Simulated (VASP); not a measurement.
# Ir (P6_3/mmc) in VASP: a series of runs

Runs on Ir. Level: LDA. Tasks: single point.

All numbers are computed with VASP 6.6.1; they aren't measurements. Logs are shortened: lines on timing, memory, paths and dates and some standing lists are left out, and cuts for length are marked.

## Step 1: The cell of the first run

The structure is hexagonal, space group P6_3/mmc (No. 194). Conventional cell: a = 2.624 Å, b = 2.624 Å, c = 4.269 Å, α = 90.00°, β = 90.00°, γ = 120.00°. Within 3.5 Å of Ir (site symmetry -6m2) lie 12 Ir at 2.62 Å.

## Step 2: Single point, LDA

Contents of INCAR:

```
SYSTEM = Ir
  PREC = Accurate
  ENCUT = 500
  EDIFF = 1E-6
  ISMEAR = 0
  SIGMA = 0.15
  LREAL = .FALSE.
  LASPH = .TRUE.
  NELM = 120
  ALGO = Normal
  ISIF = 2
  LWAVE = .FALSE.
  LCHARG = .TRUE.
  LELF = .TRUE.
  LVHAR = .TRUE.
  NBANDS = 16
  GGA_COMPAT = .FALSE.
```

Contents of KPOINTS:

```
regular mesh
0
G
  18 18 10
  0 0 0
```

Contents of POSCAR:

```
Ir
1.0
    2.6241000000      0.0000000000      0.0000000000
   -1.3120500000      2.2725372621      0.0000000000
    0.0000000000      0.0000000000      4.2693000000
Ir
2
Direct
    0.6666666667      0.3333333333      0.7500000000
    0.3333333333      0.6666666667      0.2500000000
```

Potentials or basis: VASP PAW LDA potentials, release 64 (Ir).

The run is started by

```sh
cat potpaw_LDA.64/Ir/POTCAR > POTCAR
mpirun -np 1 vasp_std > vasp.out
```

OUTCAR:

```text
SYSTEM = Ir
   PREC = Accurate
   ENCUT = 500
   EDIFF = 1E-6
   ISMEAR = 0
   LREAL = .FALSE.
   LASPH = .TRUE.
   NELM = 120
   ISIF = 2

 ion  position               nearest neighbor table
   1  0.667  0.333  0.750-   2 2.62   2 2.62   2 2.62   2 2.62   2 2.62   2 2.62
   2  0.333  0.667  0.250-   1 2.62   1 2.62   1 2.62   1 2.62   1 2.62   1 2.62

  LATTYP: Found a hexagonal cell.
 ALAT       =     2.6241000000
 C/A-ratio  =     1.6269578141

  Lattice vectors:

 A1 = (   2.6241000000,   0.0000000000,   0.0000000000)
 A2 = (  -1.3120500000,   2.2725372621,   0.0000000000)
 A3 = (   0.0000000000,   0.0000000000,   4.2693000000)

Analysis of symmetry for initial positions (statically):
=====================================================================
 Subroutine PRICEL returns:
 Original cell was already a primitive cell.

 Routine SETGRP: Setting up the symmetry group for a
 hexagonal supercell.

 Subroutine GETGRP returns: Found 24 space group operations
 (whereof 12 operations were pure point group operations)
 out of a pool of 24 trial point group operations.

The static configuration has the point symmetry D_3d.
 The point group associated with its full space group is D_6h.

Analysis of symmetry for dynamics (positions and initial velocities):
=====================================================================
 Subroutine PRICEL returns:
 Original cell was already a primitive cell.

 Routine SETGRP: Setting up the symmetry group for a
 hexagonal supercell.

 Subroutine GETGRP returns: Found 24 space group operations
 (whereof 12 operations were pure point group operations)
 out of a pool of 24 trial point group operations.

The dynamic configuration has the point symmetry D_3d.
 The point group associated with its full space group is D_6h.

 Subroutine INISYM returns: Found 24 space group operations
 (whereof 12 operations are pure point group operations),
 and found     1 'primitive' translations

----------------------------------------------------------------------------------------

                                     Primitive cell

  volume of cell :      25.4594

  direct lattice vectors                    reciprocal lattice vectors
     2.624100000  0.000000000  0.000000000     0.381083038  0.220018395  0.000000000
    -1.312050000  2.272537262  0.000000000     0.000000000  0.440036789  0.000000000
     0.000000000  0.000000000  4.269300000     0.000000000  0.000000000  0.234230436

  length of vectors
     2.624100000  2.624100000  4.269300000     0.440036789  0.440036789  0.234230436

  position of ions in fractional coordinates (direct lattice)
     0.666666667  0.333333333  0.750000000
     0.333333333  0.666666667  0.250000000

  ion indices of the primitive-cell ions
   primitive index   ion index
                 1           1
                 2           2

----------------------------------------------------------------------------------------

 KPOINTS: regular mesh

Automatic generation of k-mesh.
 Grid dimensions read from file:
 generate k-points for:   18   18   10

 Generating k-lattice:

  Cartesian coordinates                     Fractional coordinates (reciprocal lattice)
     0.021171280  0.012223244  0.000000000     0.055555556 -0.000000000  0.000000000
     0.000000000  0.024446488  0.000000000     0.000000000  0.055555556  0.000000000
     0.000000000  0.000000000  0.023423044     0.000000000  0.000000000  0.100000000

  Length of vectors
     0.024446488  0.024446488  0.023423044

  Shift w.r.t. Gamma in fractional coordinates (k-lattice)
     0.000000000  0.000000000  0.000000000

 Subroutine IBZKPT returns following result:
 ===========================================

 Found    222 irreducible k-points:

 Following reciprocal coordinates:
            Coordinates               Weight
  0.000000  0.000000  0.000000      1.000000
  0.055556  0.000000  0.000000      6.000000
  0.111111  0.000000  0.000000      6.000000
  0.166667  0.000000  0.000000      6.000000
  0.222222  0.000000  0.000000      6.000000
  0.277778  0.000000  0.000000      6.000000
[... 16 lines left out ...]
  0.333333  0.111111  0.000000     12.000000
  0.388889  0.111111  0.000000     12.000000
 [... further k-points ...]
   k-points           NKPTS =    222   k-points in BZ     NKDIM =    222   number of bands    NBANDS=     16
   number of dos      NEDOS =    301   number of ions     NIONS =      2
   total plane-waves  NPLWV =  12800
   dimension x,y,z NGX =    20 NGY =   20 NGZ =   32
   dimension x,y,z NGXF=    40 NGYF=   40 NGZF=   64
   ions per type =               2
   NGX,Y,Z   is equivalent  to a cutoff of  12.67, 12.67, 12.46 a.u.
   NGXF,Y,Z  is equivalent  to a cutoff of  25.34, 25.34, 24.92 a.u.
 SYSTEM =  Ir
   PREC   = accura    normal or accurate (medium, high low for compatibility)
   ISTART =      0    job   : 0-new  1-cont  2-samecut
   ICHARG =      2    charge: 1-file 2-atom 10-const
   ISPIN  =      1    spin polarized calculation?
   LNONCOLLINEAR =      F non collinear calculations
   LSORBIT =      F    spin-orbit coupling
   LASPH  =      T    aspherical Exc in radial PAW
   ENCUT  =  500.0 eV  36.75 Ry    6.06 a.u.   4.78  4.78  7.78*2*pi/ulx,y,z
   NELM   =    120;   NELMIN=  2; NELMDL= -5     # of ELM steps
   EDIFF  = 0.1E-05   stopping-criterion for ELM
   LREAL  =      F    real-space projection
   EDIFFG = 0.1E-04   stopping-criterion for IOM
   NSW    =      0    number of steps for IOM
   IBRION =     -1    ionic relax: 0-MD 1-quasi-New 2-CG
   NFREE  =      0    steps in history (QN), initial steepest desc. (CG)
   ISIF   =      2    stress and relaxation
   ISYM   =      2    0-nonsym 1-usesym 2-fastsym
   POTIM  = 0.5000    time-step for ionic-motion
   TEBEG  =    0.0;   TEEND  =   0.0 temperature during run
   PSTRESS=    0.0 pullay stress
   NELECT =      18.0000    total number of electrons
   NUPDOWN=      -1.0000    fix difference up-down
   EMIN   =  10.00;   EMAX   =-10.00  energy-range for DOS
   EFERMI =   0.00;   METHOD = LEGACY
   ISMEAR =     0;   SIGMA  =   0.15  broadening in eV -4-tet -1-fermi 0-gaus
   EFERMI_NEDOS =   21; number of points for ismear=-14 and -15
   IALGO  =     38    algorithm
   IMIX   =      4    mixing-type and parameters
     AMIX     =   0.40;   BMIX     =  1.00
     AMIX_MAG =   1.60;   BMIX_MAG =  1.00
  volume/ion in A,a.u.               =      12.73        85.90
  Fermi-wavevector in a.u.,A,eV,Ry     =   1.458421  2.756016 28.939490  2.126992
  Thomas-Fermi vector in A             =   2.575108
   LORBIT       =      0    0 simple, 1 ext, 2 COOP (PROOUT), +10 PAW based schemes
   GGA     = CA    functional components
   LHFCALC =     F    Hartree Fock is set to
   AEXX    =    0.0000 exact exchange contribution
   IVDW    =     0    specifies the selected vdW correction
   LEPSILON=     F    determine dielectric tensor
   LRPA    =     F    only Hartree local field effects (RPA)
 non-spin polarized calculation
 Gauss-broadening in eV      SIGMA  =   0.15
  energy-cutoff  :      500.00
  volume of cell :       25.46
 maximum number of plane-waves:       668
 NGX is ok and might be reduce to    20
   NGX =  9   NGY =  9   NGZ = 15

 number of electron      18.0000002 magnetization

 Free energy of the ion-electron system (eV)
  ---------------------------------------------------
  ext. energy  EPLUGINS =         0.00000000
  ---------------------------------------------------
  free energy    TOTEN  =       -20.16569748 eV

  energy without entropy =      -20.14588282  energy(sigma->0) =      -20.15579015

 E-fermi :  12.4284     XC(G=0): -14.7545

 val. band max:       12.4192986227   @ k =   0.2222   0.1111   0.5000
 cond. band min:      12.4298451131   @ k =   0.0556   0.0000   0.4000
 fundamental gap:      0.0105464904
 Fermi energy:        12.4284412794

 k-point     1 :       0.0000    0.0000    0.0000
  band No.  band energies     occupation
      1      -0.0014      2.00000
      2       2.9818      2.00000
      3       7.6953      2.00000
      4       7.8438      2.00000
      5       7.8438      2.00000
      6       8.6280      2.00000
[... 8 lines left out ...]
     15      28.6895      0.00000
     16      30.0859      0.00000

 k-point     2 :       0.0556    0.0000    0.0000
  band No.  band energies     occupation
      1       0.1358      2.00000
      2       3.1064      2.00000
      3       7.4351      2.00000
      4       7.9636      2.00000
      5       8.0709      2.00000
      6       8.5457      2.00000
[... 8 lines left out ...]
     15      28.8788      0.00000
     16      30.3275      0.00000

 k-point     3 :       0.1111    0.0000    0.0000
  band No.  band energies     occupation
      1       0.5346      2.00000
      2       3.4542      2.00000
      3       7.0556      2.00000
      4       8.2406      2.00000
      5       8.3179      2.00000
      6       8.4883      2.00000
[... 8 lines left out ...]
     15      29.3799      0.00000
     16      30.9916      0.00000

 k-point     4 :       0.1667    0.0000    0.0000
  band No.  band energies     occupation
      1       1.1542      2.00000
      2       3.9263      2.00000
      3       6.6917      2.00000
      4       7.7459      2.00000
      5       7.9712      2.00000
      6       8.8920      2.00000
[... 8 lines left out ...]
     15      29.7309      0.00000
     16      31.2441      0.00000

 k-point     5 :       0.2222    0.0000    0.0000
  band No.  band energies     occupation
      1       1.9157      2.00000
      2       4.2884      2.00000
      3       6.5501      2.00000
      4       6.7546      2.00000
      5       7.7325      2.00000
      6       8.5780      2.00000
[... 8 lines left out ...]
     15      28.9702      0.00000
     16      30.3871      0.00000

 k-point     6 :       0.2778    0.0000    0.0000
  band No.  band energies     occupation
      1       2.6864      2.00000
      2       4.2929      2.00000
      3       5.8958      2.00000
      4       6.7751      2.00000
      5       7.7424      2.00000
      6       8.2353      2.00000
[... 8 lines left out ...]
     15      27.9643      0.00000
     16      28.7569      0.00000

 k-point     7 :       0.3333    0.0000    0.0000
  band No.  band energies     occupation
      1       3.2861      2.00000
      2       4.0681      2.00000
      3       5.2040      2.00000
      4       7.1639      2.00000
      5       7.9432      2.00000
      6       8.1181      2.00000
[... 8 lines left out ...]
     15      27.1228      0.00000
     16      27.1920      0.00000

 k-point     8 :       0.3889    0.0000    0.0000
  band No.  band energies     occupation
      1       3.5702      2.00000
      2       3.8676      2.00000
      3       4.6982      2.00000
      4       7.6695      2.00000
      5       7.7219      2.00000
      6       8.3720      2.00000
[... 8 lines left out ...]
     15      25.8133      0.00000
     16      26.5033      0.00000

 k-point     9 :       0.4444    0.0000    0.0000
  band No.  band energies     occupation
      1       3.5364      2.00000
      2       3.8520      2.00000
      3       4.3901      2.00000
      4       7.5844      2.00000
      5       8.2031      2.00000
      6       8.2448      2.00000
[... 8 lines left out ...]
     15      24.8163      0.00000
     16      25.8469      0.00000
[... 172 lines left out ...]
 k-point    19 :       0.1111    0.1111    0.0000
  band No.  band energies     occupation
      1       1.5156      2.00000
      2       4.2273      2.00000
      3       6.3963      2.00000
      4       7.3926      2.00000
      5       7.9284      2.00000
      6       8.3905      2.00000
[... 8 lines left out ...]
     15      29.9634      0.00000
     16      30.3673      0.00000

 k-point    20 :       0.1667    0.1111    0.0000
  band No.  band energies     occupation
      1       2.2681      2.00000
      2       4.6574      2.00000
      3       6.1088      2.00000
      4       6.5541      2.00000
      5       7.7673      2.00000
      6       8.0109      2.00000
[... 8 lines left out ...]
     15      28.3930      0.00000
     16      29.3119      0.00000

 k-point    21 :       0.2222    0.1111    0.0000
  band No.  band energies     occupation
      1       3.0561      2.00000
      2       4.7173      2.00000
      3       5.7916      2.00000
      4       6.2163      2.00000
      5       7.7269      2.00000
      6       7.8000      2.00000
[... 8 lines left out ...]
     15      27.0215      0.00000
     16      28.3887      0.00000

 k-point    22 :       0.2778    0.1111    0.0000
  band No.  band energies     occupation
      1       3.6983      2.00000
      2       4.4704      2.00000
      3       5.1626      2.00000
      4       6.6508      2.00000
      5       7.5364      2.00000
      6       8.1175      2.00000
[... 8 lines left out ...]
     15      25.5329      0.00000
     16      27.6430      0.00000

 k-point    23 :       0.3333    0.1111    0.0000
  band No.  band energies     occupation
      1       4.0337      2.00000
      2       4.2307      2.00000
      3       4.6967      2.00000
      4       7.2251      2.00000
      5       7.4349      2.00000
      6       8.4288      2.00000
[... 8 lines left out ...]
     15      24.1147      0.00000
     16      27.0954      0.00000

 k-point    24 :       0.3889    0.1111    0.0000
  band No.  band energies     occupation
      1       3.9819      2.00000
      2       4.2355      2.00000
      3       4.4111      2.00000
      4       7.4041      2.00000
      5       7.7745      2.00000
      6       8.1976      2.00000
[... 8 lines left out ...]
     15      24.0288      0.00000
     16      26.7578      0.00000

 [... further k-points ...]
[... 5 lines left out ...]
  --------------------------------------------------------------------------------------
  -------------------------------------------------------------------------------------
  Total        7.6581358      7.6581358      7.5003629      0.0000000      0.0000000      0.0000000
  in kB      481.9317967    481.9317967    472.0030362      0.0000000      0.0000000      0.0000000
  external PRESSURE =     478.6222098 kB  Pullay stress =       0.0000000 kB

 VOLUME and BASIS-vectors are now :
 -----------------------------------------------------------------------------
  energy-cutoff  :      500.00
  volume of cell :       25.46
      direct lattice vectors                 reciprocal lattice vectors
     2.624100000  0.000000000  0.000000000     0.381083038  0.220018395  0.000000000
    -1.312050000  2.272537262  0.000000000     0.000000000  0.440036789  0.000000000
     0.000000000  0.000000000  4.269300000     0.000000000  0.000000000  0.234230436

 POSITION                                       TOTAL-FORCE (eV/Angst)
 -----------------------------------------------------------------------------------
      1.31205      0.75751      3.20198        -0.000000      0.000000      0.000000
     -0.00000      1.51502      1.06733         0.000000      0.000000      0.000000
 -----------------------------------------------------------------------------------
    total drift:                               -0.000000      0.000000     -0.000000

  FREE ENERGIE OF THE ION-ELECTRON SYSTEM (eV)
  ---------------------------------------------------
  free  energy   TOTEN  =       -20.1656974805 eV

  energy  without entropy=      -20.1458828153  energy(sigma->0) =      -20.15579015
```

Run time: 28 s. Hardware: 1 thread of Intel Xeon 6975P-C (Granite Rapids), shared host; peak memory 0.18 GiB.

Results:

```yaml
Free_energy: -20.1657 eV
Pressure: 47.9 GPa
Band_gap_on_the_k_mesh: zero (band 9 reaches 13.63 eV, above the bottom of band 10 at 9.61 eV)
```

Caveat: spin-orbit coupling is left out, which moves the levels of the heavy elements.

## Step 3: Single point, LDA

This run uses another cell than the first one, of 12.84 Å³/atom, 1.009 times its volume.

Contents of INCAR:

```
SYSTEM = Ir
PREC = Accurate
ENCUT = 500
EDIFF = 1E-6
ISMEAR = 0
SIGMA = 0.15
LREAL = .False.
LASPH = .True.
NELM = 120
ALGO = Normal
ISIF = 2
LWAVE = .False.
LCHARG = .False.
NBANDS = 16
GGA_COMPAT = .False.
```

Contents of KPOINTS:

```
Automatic mesh
0
Gamma
  18 18 10
  0 0 0
```

Contents of POSCAR:

```
Ir
1.0
    2.5790000000      0.0000000000      0.0000000000
   -1.2895000000      2.2334795163      0.0000000000
    0.0000000000      0.0000000000      4.4593000000
Ir
2
Direct
    0.6666666667      0.3333333333      0.7500000000
    0.3333333333      0.6666666667      0.2500000000
```

Potentials or basis: VASP PAW LDA potentials, release 64 (Ir).

The run is started by

```sh
cat potpaw_LDA.64/Ir/POTCAR > POTCAR
mpirun -np 1 vasp_std > vasp.out
```

Run time: 30 s. Hardware: 1 thread of Intel Xeon 6975P-C (Granite Rapids), shared host; peak memory 0.18 GiB.

The run converged. Its results:

| Property | Result |
| --- | --- |
| Free energy | -20.1076 eV |
| Pressure | 44.4 GPa |
| Band gap on the k mesh | zero (band 9 reaches 13.82 eV, above the bottom of band 10 at 9.43 eV) |

Stress tensor (GPa, compression positive):
```
56.65  0.00  0.00
 0.00 56.65  0.00
 0.00  0.00 20.00
```

Levels at points of the mesh, in eV from the Fermi level:
| k point | band 5 | band 6 | band 7 | band 8 | band 9 | band 10 | band 11 | band 12 | band 13 | band 14 |
| --- | --- | --- | --- | --- | --- | --- | --- | --- | --- | --- |
| (0.00, 0.00, 0.00) | -4.39 | -3.78 | -3.78 | -2.05 | -2.05 | -1.60 | 0.49 | 0.49 | 7.22 | 14.52 |
| (0.50, 0.00, 0.00) | -4.15 | -3.74 | -3.52 | 0.96 | 1.48 | 1.83 | 3.63 | 5.29 | 9.16 | 10.44 |
| (0.00, 0.00, 0.50) | -4.39 | -4.39 | -4.39 | -4.39 | -0.37 | -0.37 | -0.37 | -0.37 | 13.50 | 13.50 |
| (0.50, 0.00, 0.50) | -2.10 | -2.10 | -1.03 | -1.03 | 1.68 | 1.68 | 2.32 | 2.32 | 9.07 | 9.07 |

Caveat: spin-orbit coupling is left out, which moves the levels of the heavy elements.

[end of part 1 of 2]
